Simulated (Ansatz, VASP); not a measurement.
**One calculation of Si3Bi2Te2, two programs**

```
Si Bi Te
1.0
     5.79962    0.00000    0.00000
     0.00000    5.79962    0.00000
     0.00000    0.00000    6.64620
Si Bi Te
3 2 2
Direct
  0.00000 0.50000 0.50395
  0.50000 0.00000 0.50395
  0.00000 0.00000 0.54808
  0.50000 0.50000 0.46759
  0.50000 0.50000 0.00651
  0.00000 0.50000 0.89280
  0.50000 0.00000 0.89280
```

Alike in both runs: functional PBE; k mesh 3 × 3 × 3; occupations gaussian, width 0.2 eV; no spin polarisation.

Ansatz relaxed the structure, and its values are those at the end. VASP's run is a single point on that final structure, the one shown.

|  | VASP | Ansatz |
| --- | --- | --- |
| version | VASP 6.6.1 | Ansatz 0.2.0 |
| potentials or method | VASP PAW PBE potentials, release 64 (Si, Bi_d, Te), cutoff 500 eV | scalar-relativistic, plane waves, PAW |
| valence electrons in the cell | 54 | 74 |

```csv
,VASP,Ansatz,Ansatz less VASP
gap on the k mesh at the Fermi level (eV),none,none,-
pressure (GPa),0.1,0.1,+0.01
rms of the force components (eV/Å),0.024,0.027,+0.0034
```

A gap of «none» marks a metal or a gap that the smearing closes. VASP's potentials hold 54 valence electrons a cell and Ansatz's 74, so a difference there can come from the potentials and not from the codes.

The k mesh is coarse, so the values compare programs but aren't converged. Neither program's run includes spin-orbit coupling.
